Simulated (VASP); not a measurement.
# HgTe (F-43m) in VASP: notebook

Runs on HgTe. Level: PBEsol. Tasks: single point, relaxation of cell and atoms.

Program: VASP 6.6.1. These are calculated values, not measurements. Logs are shortened: lines on timing, memory, paths and dates and some standing lists are left out, and cuts for length are marked.

## 1. The cell of the first run

The structure is cubic, space group F-43m (No. 216). Conventional cell: a = 6.419 Å, b = 6.419 Å, c = 6.419 Å, α = 90.00°, β = 90.00°, γ = 90.00°. Within 3.7 Å of Hg (site symmetry -43m) lie 4 Te at 2.78 Å. Te (site symmetry -43m) has 4 Hg at 2.78 Å within 3.7 Å.

## 2. Single point, PBEsol

INCAR reads:

```
ALGO = Normal ; EDIFF = 1E-6
ENCUT = 520 ; GGA = PS
ISIF = 2 ; ISMEAR = 0
LASPH = True ; LCHARG = True
LELF = True ; LREAL = False
LVHAR = True ; LWAVE = False
NBANDS = 16 ; NELM = 100
PREC = Accurate ; SIGMA = 0.1
```

KPOINTS reads:

```
k-points
0
Gamma
  12 12 12
```

POSCAR reads:

```
HgTe
1.0
    0.0000000000      3.2097349857      3.2097349857
    3.2097349857      0.0000000000      3.2097349857
    3.2097349857      3.2097349857      0.0000000000
Hg Te
1 1
Direct
    0.0000000000      0.0000000000      0.0000000000
    0.2500000000      0.2500000000      0.2500000000
```

Potentials or basis: VASP PAW PBE potentials, release 64 (Hg, Te).

Command:

```
cat potpaw_PBE.64/Hg/POTCAR potpaw_PBE.64/Te/POTCAR > POTCAR
mpirun -np 1 vasp_std > vasp.out
```

OUTCAR:

```text
EDIFF = 1E-6
   ENCUT = 520
   GGA = PS
   ISIF = 2
   ISMEAR = 0
   LASPH = True
   LREAL = False
   NELM = 100
   PREC = Accurate

 ion  position               nearest neighbor table
   1  0.000  0.000  0.000-   2 2.78   2 2.78   2 2.78   2 2.78
   2  0.250  0.250  0.250-   1 2.78   1 2.78   1 2.78   1 2.78

  LATTYP: Found a face centered cubic cell.
 ALAT       =     6.4194699714

  Lattice vectors:

 A1 = (   0.0000000000,   3.2097349857,   3.2097349857)
 A2 = (   3.2097349857,   0.0000000000,   3.2097349857)
 A3 = (   3.2097349857,   3.2097349857,   0.0000000000)

Analysis of symmetry for initial positions (statically):
=====================================================================
 Subroutine PRICEL returns:
 Original cell was already a primitive cell.

 Routine SETGRP: Setting up the symmetry group for a
 face centered cubic supercell.

 Subroutine GETGRP returns: Found 24 space group operations
 (whereof 24 operations were pure point group operations)
 out of a pool of 48 trial point group operations.

The static configuration has the point symmetry T_d .

Analysis of symmetry for dynamics (positions and initial velocities):
=====================================================================
 Subroutine PRICEL returns:
 Original cell was already a primitive cell.

 Routine SETGRP: Setting up the symmetry group for a
 face centered cubic supercell.

 Subroutine GETGRP returns: Found 24 space group operations
 (whereof 24 operations were pure point group operations)
 out of a pool of 48 trial point group operations.

The dynamic configuration has the point symmetry T_d .

 Subroutine INISYM returns: Found 24 space group operations
 (whereof 24 operations are pure point group operations),
 and found     1 'primitive' translations

----------------------------------------------------------------------------------------

                                     Primitive cell

  volume of cell :      66.1359

  direct lattice vectors                    reciprocal lattice vectors
     0.000000000  3.209734986  3.209734986    -0.155776101  0.155776101  0.155776101
     3.209734986  0.000000000  3.209734986     0.155776101 -0.155776101  0.155776101
     3.209734986  3.209734986  0.000000000     0.155776101  0.155776101 -0.155776101

  length of vectors
     4.539250748  4.539250748  4.539250748     0.269812121  0.269812121  0.269812121

  position of ions in fractional coordinates (direct lattice)
     0.000000000  0.000000000  0.000000000
     0.250000000  0.250000000  0.250000000

  ion indices of the primitive-cell ions
   primitive index   ion index
                 1           1
                 2           2

----------------------------------------------------------------------------------------

 KPOINTS: k-points

Automatic generation of k-mesh.
 Grid dimensions read from file:
 generate k-points for:   12   12   12

 Generating k-lattice:

  Cartesian coordinates                     Fractional coordinates (reciprocal lattice)
    -0.012981342  0.012981342  0.012981342     0.083333333  0.000000000  0.000000000
     0.012981342 -0.012981342  0.012981342     0.000000000  0.083333333  0.000000000
     0.012981342  0.012981342 -0.012981342     0.000000000  0.000000000  0.083333333

  Length of vectors
     0.022484343  0.022484343  0.022484343

  Shift w.r.t. Gamma in fractional coordinates (k-lattice)
     0.000000000  0.000000000  0.000000000

 Subroutine IBZKPT returns following result:
 ===========================================

 Found     72 irreducible k-points:

 Following reciprocal coordinates:
            Coordinates               Weight
  0.000000  0.000000  0.000000      1.000000
  0.083333  0.000000  0.000000      8.000000
  0.166667  0.000000  0.000000      8.000000
  0.250000  0.000000  0.000000      8.000000
  0.333333  0.000000  0.000000      8.000000
  0.416667  0.000000  0.000000      8.000000
[... 16 lines left out ...]
  0.500000  0.166667  0.000000     24.000000
 -0.416667  0.166667  0.000000     24.000000
 [... further k-points ...]
   k-points           NKPTS =     72   k-points in BZ     NKDIM =     72   number of bands    NBANDS=     16
   number of dos      NEDOS =    301   number of ions     NIONS =      2
   total plane-waves  NPLWV =  46656
   dimension x,y,z NGX =    36 NGY =   36 NGZ =   36
   dimension x,y,z NGXF=    72 NGYF=   72 NGZF=   72
   ions per type =               1   1
   NGX,Y,Z   is equivalent  to a cutoff of  13.18, 13.18, 13.18 a.u.
   NGXF,Y,Z  is equivalent  to a cutoff of  26.37, 26.37, 26.37 a.u.
 SYSTEM =  unknown system
   PREC   = accura    normal or accurate (medium, high low for compatibility)
   ISTART =      0    job   : 0-new  1-cont  2-samecut
   ICHARG =      2    charge: 1-file 2-atom 10-const
   ISPIN  =      1    spin polarized calculation?
   LNONCOLLINEAR =      F non collinear calculations
   LSORBIT =      F    spin-orbit coupling
   LASPH  =      T    aspherical Exc in radial PAW
   ENCUT  =  520.0 eV  38.22 Ry    6.18 a.u.   8.44  8.44  8.44*2*pi/ulx,y,z
   NELM   =    100;   NELMIN=  2; NELMDL= -5     # of ELM steps
   EDIFF  = 0.1E-05   stopping-criterion for ELM
   LREAL  =      F    real-space projection
   EDIFFG = 0.1E-04   stopping-criterion for IOM
   NSW    =      0    number of steps for IOM
   IBRION =     -1    ionic relax: 0-MD 1-quasi-New 2-CG
   NFREE  =      0    steps in history (QN), initial steepest desc. (CG)
   ISIF   =      2    stress and relaxation
   ISYM   =      2    0-nonsym 1-usesym 2-fastsym
   POTIM  = 0.5000    time-step for ionic-motion
   TEBEG  =    0.0;   TEEND  =   0.0 temperature during run
   PSTRESS=    0.0 pullay stress
   NELECT =      18.0000    total number of electrons
   NUPDOWN=      -1.0000    fix difference up-down
   EMIN   =  10.00;   EMAX   =-10.00  energy-range for DOS
   EFERMI =   0.00;   METHOD = LEGACY
   ISMEAR =     0;   SIGMA  =   0.10  broadening in eV -4-tet -1-fermi 0-gaus
   EFERMI_NEDOS =   21; number of points for ismear=-14 and -15
   IALGO  =     38    algorithm
   IMIX   =      4    mixing-type and parameters
     AMIX     =   0.40;   BMIX     =  1.00
     AMIX_MAG =   1.60;   BMIX_MAG =  1.00
  volume/ion in A,a.u.               =      33.07       223.15
  Fermi-wavevector in a.u.,A,eV,Ry     =   1.060929  2.004866 15.314326  1.125571
  Thomas-Fermi vector in A             =   2.196328
   LORBIT       =      0    0 simple, 1 ext, 2 COOP (PROOUT), +10 PAW based schemes
   GGA     = PS    functional components
   LHFCALC =     F    Hartree Fock is set to
   AEXX    =    0.0000 exact exchange contribution
   IVDW    =     0    specifies the selected vdW correction
   LEPSILON=     F    determine dielectric tensor
   LRPA    =     F    only Hartree local field effects (RPA)
 non-spin polarized calculation
 Gauss-broadening in eV      SIGMA  =   0.10
  energy-cutoff  :      520.00
  volume of cell :       66.14
 maximum number of plane-waves:      1812
 NGX is ok and might be reduce to    36
   NGX = 17   NGY = 17   NGZ = 17

 number of electron      17.9999999 magnetization

 Free energy of the ion-electron system (eV)
  ---------------------------------------------------
  ext. energy  EPLUGINS =         0.00000000
  ---------------------------------------------------
  free energy    TOTEN  =        -4.35803848 eV

  energy without entropy =       -4.35788814  energy(sigma->0) =       -4.35796331

 E-fermi :   3.2344     XC(G=0):  -9.0329

 val. band max:        3.1752445614   @ k =   0.0000   0.0000   0.0000
 cond. band min:       3.6089385644   @ k =   0.0833   0.0000   0.0000
 fundamental gap:      0.4336940030
 Fermi energy:         3.2343594109

 k-point     1 :       0.0000    0.0000    0.0000
  band No.  band energies     occupation
      1      -9.0024      2.00000
      2      -4.2958      2.00000
      3      -4.2958      2.00000
      4      -4.2958      2.00000
      5      -3.7341      2.00000
      6      -3.7341      2.00000
[... 8 lines left out ...]
     15      12.7436      0.00000
     16      12.7436      0.00000

 k-point     2 :       0.0833    0.0000    0.0000
  band No.  band energies     occupation
      1      -8.9656      2.00000
      2      -4.2854      2.00000
      3      -4.2854      2.00000
      4      -4.2850      2.00000
      5      -3.7354      2.00000
      6      -3.7354      2.00000
[... 8 lines left out ...]
     15      12.1159      0.00000
     16      12.1159      0.00000

 k-point     3 :       0.1667    0.0000    0.0000
  band No.  band energies     occupation
      1      -8.8625      2.00000
      2      -4.2577      2.00000
      3      -4.2577      2.00000
      4      -4.2429      2.00000
      5      -3.7374      2.00000
      6      -3.7374      2.00000
[... 8 lines left out ...]
     15      11.6749      0.00000
     16      11.6749      0.00000

 k-point     4 :       0.2500    0.0000    0.0000
  band No.  band energies     occupation
      1      -8.7154      2.00000
      2      -4.2226      2.00000
      3      -4.2226      2.00000
      4      -4.1430      2.00000
      5      -3.7358      2.00000
      6      -3.7358      2.00000
[... 8 lines left out ...]
     15      11.6197      0.00000
     16      11.6197      0.00000
[... 324 lines left out ...]
 k-point    22 :       0.4167    0.1667    0.0000
  band No.  band energies     occupation
      1      -8.4326      2.00000
      2      -4.1698      2.00000
      3      -4.1171      2.00000
      4      -3.9091      2.00000
      5      -3.7014      2.00000
      6      -3.6683      2.00000
[... 8 lines left out ...]
     15      12.5114      0.00000
     16      13.3034      0.00000

 k-point    23 :       0.5000    0.1667    0.0000
  band No.  band energies     occupation
      1      -8.3480      2.00000
      2      -4.1510      2.00000
      3      -4.1089      2.00000
      4      -3.7961      2.00000
      5      -3.7068      2.00000
      6      -3.4634      2.00000
[... 8 lines left out ...]
     15      12.7564      0.00000
     16      13.3327      0.00000

 k-point    24 :      -0.4167    0.1667    0.0000
  band No.  band energies     occupation
      1      -8.3370      2.00000
      2      -4.1440      2.00000
      3      -4.1166      2.00000
      4      -3.7550      2.00000
      5      -3.7230      2.00000
      6      -3.4086      2.00000
[... 8 lines left out ...]
     15      12.4849      0.00000
     16      12.6684      0.00000

 [... further k-points ...]
[... 5 lines left out ...]
  --------------------------------------------------------------------------------------
  -------------------------------------------------------------------------------------
  Total        0.8614326      0.8614326      0.8614326      0.0000000      0.0000000      0.0000000
  in kB       20.8686492     20.8686492     20.8686492      0.0000000      0.0000000      0.0000000
  external PRESSURE =      20.8686492 kB  Pullay stress =       0.0000000 kB

 VOLUME and BASIS-vectors are now :
 -----------------------------------------------------------------------------
  energy-cutoff  :      520.00
  volume of cell :       66.14
      direct lattice vectors                 reciprocal lattice vectors
     0.000000000  3.209734986  3.209734986    -0.155776101  0.155776101  0.155776101
     3.209734986  0.000000000  3.209734986     0.155776101 -0.155776101  0.155776101
     3.209734986  3.209734986  0.000000000     0.155776101  0.155776101 -0.155776101

 POSITION                                       TOTAL-FORCE (eV/Angst)
 -----------------------------------------------------------------------------------
      0.00000      0.00000      0.00000        -0.000000     -0.000000     -0.000000
      1.60487      1.60487      1.60487         0.000000      0.000000      0.000000
 -----------------------------------------------------------------------------------
    total drift:                               -0.000000     -0.000000     -0.000000

  FREE ENERGIE OF THE ION-ELECTRON SYSTEM (eV)
  ---------------------------------------------------
  free  energy   TOTEN  =        -4.3580384842 eV

  energy  without entropy=       -4.3578881430  energy(sigma->0) =       -4.35796331
```

Wall time 1.9 min (1 thread of Intel Xeon Platinum 8259CL at 2.50GHz (Skylake/Cascade Lake), shared host); peak memory 0.25 GiB.

Results:

```
Free energy            : -4.3580 eV
Pressure               : 2.1 GPa
Band gap on the k mesh : zero (filled and empty bands touch)
```

Levels at points of the mesh, in eV from the Fermi level:
| k point | band 5 | band 6 | band 7 | band 8 | band 9 | band 10 | band 11 | band 12 | band 13 | band 14 |
| --- | --- | --- | --- | --- | --- | --- | --- | --- | --- | --- |
| (0.00, 0.00, 0.00) | -6.97 | -6.97 | -0.81 | -0.06 | -0.06 | -0.06 | 4.08 | 4.08 | 4.08 | 6.24 |
| (0.50, 0.00, 0.00) | -6.95 | -6.65 | -5.74 | -1.10 | -1.10 | 0.58 | 4.90 | 4.90 | 6.65 | 7.77 |
| (0.50, 0.50, 0.00) | -6.90 | -6.50 | -5.64 | -2.45 | -2.45 | 1.77 | 2.26 | 8.12 | 8.84 | 8.84 |

Caveat: semilocal functionals underestimate gaps, so a narrow gap can read as zero; the PAW data sets were made with another functional, which shifts forces and pressure a little; spin-orbit coupling is left out, which moves the levels of the heavy elements.

(Part 1 of 3 ends here.)
